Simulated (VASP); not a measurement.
# Mg2Ti3O3: single point with PBE

Mg2Ti3O3:

```
Mg Ti O
1.0
     4.34526    0.00000    0.00000
     0.00000    4.34526    0.00000
     0.00000    0.00000    8.70798
Mg Ti O
2 3 3
Cartesian
  2.1726 2.1726 7.1747
  2.1726 2.1726 1.5332
  0.0000 2.1726 4.3540
  2.1726 0.0000 4.3540
  2.1726 2.1726 4.3540
  0.0000 0.0000 0.6877
  0.0000 0.0000 8.0202
  0.0000 0.0000 4.3540
```

```json
{
  "Program": "VASP 6.6.1",
  "Task": "single point",
  "Functional": "PBE",
  "Potentials or basis": "VASP PAW PBE potentials, release 64 (Mg, Ti_sv, O)",
  "Cutoff": "520 eV",
  "k mesh": "4 × 4 × 3",
  "Occupations": "gaussian, width 0.2 eV",
  "Spin": "collinear spin, ferromagnetic start",
  "Starting moments": "[0.0, 0.0, 1.0, 1.0, 1.0, 0.0, 0.0, 0.0] μB"
}
```

```
Pressure                                              : 0.1 GPa
Largest force                                         : 0.324 eV/Å
Band gap on the k mesh                                : zero (filled and empty bands overlap)
Net moment                                            : 0.00 μB per cell
Valence electrons inside the program's atomic spheres : Mg 0.30; Ti 10.50, 11.12; O 4.84, 4.96
```

Forces on the atoms (eV/Å):
```
Mg   0.000  0.000  0.006
Mg   0.000  0.000 -0.006
Ti   0.000  0.000  0.000
Ti   0.000  0.000  0.000
Ti   0.000  0.000  0.000
O    0.000  0.000  0.324
O    0.000  0.000 -0.324
O    0.000  0.000  0.000
```

Stress tensor (GPa, compression positive):
```
0.16 0.00 0.00
0.00 0.16 0.00
0.00 0.00 0.03
```

Levels at points of the mesh, in eV from the Fermi level:
Spin up:
```csv
k point,band 26,band 27,band 28,band 29,band 30,band 31,band 32,band 33
"(0.00, 0.00, 0.00)",-1.72,-1.65,-1.30,-0.64,-0.14,-0.14,1.36,1.50
"(0.50, 0.00, 0.00)",-0.39,-0.20,-0.14,-0.11,0.28,0.29,0.32,1.05
"(0.50, 0.50, 0.00)",-0.06,-0.06,0.47,0.55,0.55,0.85,0.99,0.99
```
Spin down:
```
           k point  band 26  band 27  band 28  band 29  band 30  band 31  band 32  band 33
(0.00, 0.00, 0.00)    -1.72    -1.65    -1.30    -0.64    -0.14    -0.14     1.36     1.50
(0.50, 0.00, 0.00)    -0.39    -0.20    -0.14    -0.11     0.28     0.29     0.32     1.05
(0.50, 0.50, 0.00)    -0.06    -0.06     0.46     0.55     0.55     0.85     0.99     0.99
```

It took 5.1 min on 1 thread of Intel Xeon 6975P-C (shared host), peak memory 0.38 GiB.

Caveat: the k points lie up to 0.36 Å⁻¹ apart.
